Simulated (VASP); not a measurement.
# BiTe (Fmmm) in VASP: single point with PBEsol

Aim: the single point of BiTe with PBEsol.

All numbers are computed with VASP 6.6.1; they aren't measurements. Logs are shortened: lines on timing, memory, paths and dates and some standing lists are left out, and cuts for length are marked.

### Step 1. The cell of the first run

The structure is orthorhombic, space group Fmmm (No. 69). Conventional cell: a = 6.155 Å, b = 6.394 Å, c = 6.634 Å, α = 90.00°, β = 90.00°, γ = 90.00°. Bi (site symmetry mmm) has 6 Te at 3.08 to 3.32 Å within 4.1 Å. Te (site symmetry mmm) has 6 Bi at 3.08 to 3.32 Å within 4.1 Å.

### Step 2. Single point, PBEsol (strain +0.0375 x Voigt [1, -1, 0, 0, 0, 0])

Contents of INCAR:

```
  ALGO = Fast
  EDIFF = 1E-6
  ENCUT = 520
  GGA = PS
  ISIF = 2
  ISMEAR = 0
  LASPH = T
  LCHARG = F
  LREAL = F
  LWAVE = F
  NBANDS = 18
  NELM = 80
  PREC = Accurate
  SIGMA = 0.15
```

Contents of KPOINTS:

```
k-points
0
Gamma
  16 16 16
```

Contents of POSCAR:

```
BiTe
1.0
    0.0000000000      3.0772605640      3.1971538327
    3.3170471014      0.0000000000      3.1971538327
    3.3170471014      3.0772605640      0.0000000000
Bi Te
1 1
Direct
    0.0000000000      0.0000000000      0.0000000000
    0.5000000000      0.5000000000      0.5000000000
```

Potentials or basis: VASP PAW PBE potentials, release 64 (Bi_d, Te).

On the command line:

```
$ cat potpaw_PBE.64/Bi_d/POTCAR potpaw_PBE.64/Te/POTCAR > POTCAR
$ mpirun -np 1 vasp_std > vasp.out
```

OUTCAR:

```text
EDIFF = 1E-6
   ENCUT = 520
   GGA = PS
   ISIF = 2
   ISMEAR = 0
   LASPH = T
   LREAL = F
   NELM = 80
   PREC = Accurate

 ion  position               nearest neighbor table
   1  0.000  0.000  0.000-   2 3.08   2 3.08   2 3.20   2 3.20   2 3.32   2 3.32
   2  0.500  0.500  0.500-   1 3.08   1 3.08   1 3.20   1 3.20   1 3.32   1 3.32

  LATTYP: Found a face centered orthorhombic cell.
 ALAT       =     6.1545211280
 B/A-ratio  =     1.0389610390
 C/A-ratio  =     1.0779220779

  Lattice vectors:

 A1 = (  -3.3170471014,   0.0000000000,  -3.1971538327)
 A2 = (  -3.3170471014,   3.0772605640,   0.0000000000)
 A3 = (   0.0000000000,   3.0772605640,  -3.1971538327)

Analysis of symmetry for initial positions (statically):
=====================================================================
 Subroutine PRICEL returns:
 Original cell was already a primitive cell.

 Routine SETGRP: Setting up the symmetry group for a
 face centered orthorhombic supercell.

 Subroutine GETGRP returns: Found  8 space group operations
 (whereof  8 operations were pure point group operations)
 out of a pool of  8 trial point group operations.

The static configuration has the point symmetry D_2h.

Analysis of symmetry for dynamics (positions and initial velocities):
=====================================================================
 Subroutine PRICEL returns:
 Original cell was already a primitive cell.

 Routine SETGRP: Setting up the symmetry group for a
 face centered orthorhombic supercell.

 Subroutine GETGRP returns: Found  8 space group operations
 (whereof  8 operations were pure point group operations)
 out of a pool of  8 trial point group operations.

The dynamic configuration has the point symmetry D_2h.

 Subroutine INISYM returns: Found  8 space group operations
 (whereof  8 operations are pure point group operations),
 and found     1 'primitive' translations

----------------------------------------------------------------------------------------

                                     Primitive cell

  volume of cell :      65.2694

  direct lattice vectors                    reciprocal lattice vectors
     0.000000000  3.077260564  3.197153833    -0.150736479  0.162482178  0.156389097
     3.317047101  0.000000000  3.197153833     0.150736479 -0.162482178  0.156389097
     3.317047101  3.077260564  0.000000000     0.150736479  0.162482178 -0.156389097

  length of vectors
[... 81 lines left out ...]
   NELM   =     80;   NELMIN=  2; NELMDL= -5     # of ELM steps
   EDIFF  = 0.1E-05   stopping-criterion for ELM
   LREAL  =      F    real-space projection
   EDIFFG = 0.1E-04   stopping-criterion for IOM
   NSW    =      0    number of steps for IOM
   IBRION =     -1    ionic relax: 0-MD 1-quasi-New 2-CG
   NFREE  =      0    steps in history (QN), initial steepest desc. (CG)
   ISIF   =      2    stress and relaxation
   ISYM   =      2    0-nonsym 1-usesym 2-fastsym
   POTIM  = 0.5000    time-step for ionic-motion
   TEBEG  =    0.0;   TEEND  =   0.0 temperature during run
   PSTRESS=    0.0 pullay stress
   NELECT =      21.0000    total number of electrons
   NUPDOWN=      -1.0000    fix difference up-down
   EMIN   =  10.00;   EMAX   =-10.00  energy-range for DOS
   EFERMI =   0.00;   METHOD = LEGACY
   ISMEAR =     0;   SIGMA  =   0.15  broadening in eV -4-tet -1-fermi 0-gaus
   EFERMI_NEDOS =   21; number of points for ismear=-14 and -15
   IALGO  =     68    algorithm
   IMIX   =      4    mixing-type and parameters
     AMIX     =   0.40;   BMIX     =  1.00
     AMIX_MAG =   1.60;   BMIX_MAG =  1.00
  volume/ion in A,a.u.               =      32.63       220.23
  Fermi-wavevector in a.u.,A,eV,Ry     =   1.121790  2.119875 17.121737  1.258412
  Thomas-Fermi vector in A             =   2.258446
   LORBIT       =      0    0 simple, 1 ext, 2 COOP (PROOUT), +10 PAW based schemes
   GGA     = PS    functional components
   LHFCALC =     F    Hartree Fock is set to
   AEXX    =    0.0000 exact exchange contribution
   IVDW    =     0    specifies the selected vdW correction
   LEPSILON=     F    determine dielectric tensor
   LRPA    =     F    only Hartree local field effects (RPA)
 non-spin polarized calculation
 RMM-DIIS sequential band-by-band and
 Gauss-broadening in eV      SIGMA  =   0.15
  energy-cutoff  :      520.00
  volume of cell :       65.27
 maximum number of plane-waves:      1780
 NGX is ok and might be reduce to    36
   NGX = 17   NGY = 17   NGZ = 17

 number of electron      21.0000004 magnetization

 Free energy of the ion-electron system (eV)
  ---------------------------------------------------
  ext. energy  EPLUGINS =         0.00000000
  ---------------------------------------------------
  free energy    TOTEN  =        -7.93927707 eV

  energy without entropy =       -7.92321628  energy(sigma->0) =       -7.93124668

 E-fermi :   6.9338     XC(G=0):  -9.7518

 val. band max:        6.9314967343   @ k =  -0.4375   0.0000   0.1250
 cond. band min:       6.9448453445   @ k =   0.2500  -0.1875   0.1250
 fundamental gap:      0.0133486102
 Fermi energy:         6.9337534765

 k-point     1 :       0.0000    0.0000    0.0000
  band No.  band energies     occupation
      1     -16.1741      2.00000
      2     -16.1596      2.00000
      3     -16.1430      2.00000
      4     -16.1259      2.00000
      5     -16.1203      2.00000
      6      -6.8915      2.00000
[... 481 lines left out ...]
      5     -16.1202      2.00000
      6      -6.7936      2.00000
[... 10 lines left out ...]
     17      13.1279      0.00000
     18      13.6709      0.00000

 [... further k-points ...]

------------------------ aborting loop because EDIFF is reached ----------------------------------------

  FORCE on cell =-STRESS in cart. coord.  units (eV):
  Direction    XX          YY          ZZ          XY          YZ          ZX
  --------------------------------------------------------------------------------------
  -------------------------------------------------------------------------------------
  Total       -1.1511791      1.7856442      0.0523184      0.0000000      0.0000000      0.0000000
  in kB      -28.2581696     43.8324835      1.2842682      0.0000000      0.0000000      0.0000000
  external PRESSURE =       5.6195274 kB  Pullay stress =       0.0000000 kB

 VOLUME and BASIS-vectors are now :
 -----------------------------------------------------------------------------
  energy-cutoff  :      520.00
  volume of cell :       65.27
      direct lattice vectors                 reciprocal lattice vectors
     0.000000000  3.077260564  3.197153833    -0.150736479  0.162482178  0.156389097
     3.317047101  0.000000000  3.197153833     0.150736479 -0.162482178  0.156389097
     3.317047101  3.077260564  0.000000000     0.150736479  0.162482178 -0.156389097

 POSITION                                       TOTAL-FORCE (eV/Angst)
 -----------------------------------------------------------------------------------
      0.00000      0.00000      0.00000         0.000000     -0.000000      0.000000
      3.31705      3.07726      3.19715        -0.000000      0.000000     -0.000000
 -----------------------------------------------------------------------------------
    total drift:                               -0.000000      0.000000      0.000000

  FREE ENERGIE OF THE ION-ELECTRON SYSTEM (eV)
  ---------------------------------------------------
  free  energy   TOTEN  =        -7.9392770726 eV

  energy  without entropy=       -7.9232162846  energy(sigma->0) =       -7.93124668
```

stdout:

```text
POSCAR found type information on POSCAR BiTe
 POSCAR found :  2 types and       2 ions
 scaLAPACK will be used
 -----------------------------------------------------------------------------
|                                                                             |
|                                                                             |
|     You enforced a specific xc type in the INCAR file but a different       |
|     I HOPE YOU KNOW WHAT YOU ARE DOING!                                     |
|                                                                             |
 -----------------------------------------------------------------------------

 LDA part: xc-table for (Slater+PW92), standard interpolation
 POSCAR, INCAR and KPOINTS ok, starting setup
 FFT: planning ... GRIDC
 FFT: planning ... GRID_SOFT
 FFT: planning ... GRID
 WAVECAR not read
 entering main loop
WARNING in EDDRMM: call to ZHEGV failed, returncode =   8  4     17
WARNING in EDDRMM: call to ZHEGV failed, returncode =   8  4     18
WARNING in EDDRMM: call to ZHEGV failed, returncode =   8  4     17
```

Run time: 7.8 min. Hardware: 1 thread of Oxide Virtual Turin-like, shared host; peak memory 0.76 GiB.

Results:

| Property | Result |
| --- | --- |
| Free energy | -7.9393 eV |
| Pressure | 0.6 GPa |
| Band gap on the k mesh | zero (an odd number of electrons rules out a gap without spin polarisation) |

Stress tensor (GPa, compression positive):
```
-2.83  0.00  0.00
 0.00  4.38  0.00
 0.00  0.00  0.13
```

Caveat: the cell differs from its parent crystal (strain +0.0375 x Voigt [1, -1, 0, 0, 0, 0]); the stress differs along the axes, from -3 to 4 GPa; the PAW data sets were made with another functional, which shifts forces and pressure a little; spin-orbit coupling is left out, which moves the levels of the heavy elements.
